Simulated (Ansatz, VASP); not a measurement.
## PbS in VASP and in Ansatz

Contents of INCAR:

```
SYSTEM = PbS
PREC = Accurate
ENCUT = 520
EDIFF = 1E-6
ISMEAR = 0
SIGMA = 0.02
LREAL = .False.
LASPH = .True.
NELM = 100
ALGO = Normal
ISIF = 2
LWAVE = .False.
LCHARG = .False.
GGA = PS
NBANDS = 28
```

The input KPOINTS:

```
Automatic mesh
0
Gamma
  4 6 6
  0 0 0
```

POSCAR

```
PbS
1.0
   11.6934908123      0.0000000000      0.0000000000
    0.0000000000      3.1094680685      3.1113369940
    0.0000000000     -3.1094680685      3.1113369940
Pb S
2 2
Direct
    0.6245814000      0.2566380300      0.7566380300
    0.3754186000      0.7566380300      0.2566380300
    0.6136752500      0.7643619700      0.2643619700
    0.3863247500      0.2643619700      0.7643619700
```

Input for Ansatz:

```yaml
crystal:
  lattice:
    - [11.6934908123, 0.0, 0.0]
    - [0.0, 3.1094680685, 3.111336994]
    - [0.0, -3.1094680685, 3.111336994]
  atoms:
    - { symbol: Pb, position: [0.6245814, 0.25663803, 0.75663803] }
    - { symbol: Pb, position: [0.3754186, 0.75663803, 0.25663803] }
    - { symbol: S, position: [0.61367525, 0.76436197, 0.26436197] }
    - { symbol: S, position: [0.38632475, 0.26436197, 0.76436197] }
basis:
  ecutwfc: 420
kpoints:
  mp_grid: { grid: [4, 6, 6] }
hamiltonian:
  xc: pbesol
scf:
  occupations: { method: gaussian, width: 0.02 }
output:
  forces: true
  stress: true
  eigenvalues: true
```

Alike in both runs: task single point; functional PBEsol; k mesh 4 × 6 × 6; occupations gaussian, width 0.02 eV; no spin polarisation.

|  | VASP | Ansatz |
| --- | --- | --- |
| version | VASP 6.6.1 | Ansatz 0.2.0 |
| potentials or method | VASP PAW PBE potentials, release 64 (Pb_d, S), cutoff 520 eV | scalar-relativistic, plane waves, PAW |
| valence electrons in the cell | 40 | 40 |

|  | VASP | Ansatz | Ansatz less VASP |
| --- | --- | --- | --- |
| gap on the k mesh at the Fermi level (eV) | 1.93 | 1.93 | -0.001 |
| least direct gap on the mesh (eV) | 1.95 | 1.95 | -0.001 |
| rms of the force components (eV/Å) | 0.408 | 0.408 | -0.0001 |

VASP's potentials were made for PBE, not for PBEsol. Atom by atom the forces differ by 0.001 eV/Å (rms over components). The functional is the same, so the differences come from potentials, cutoffs and numerics.

Neither program's run includes spin-orbit coupling.
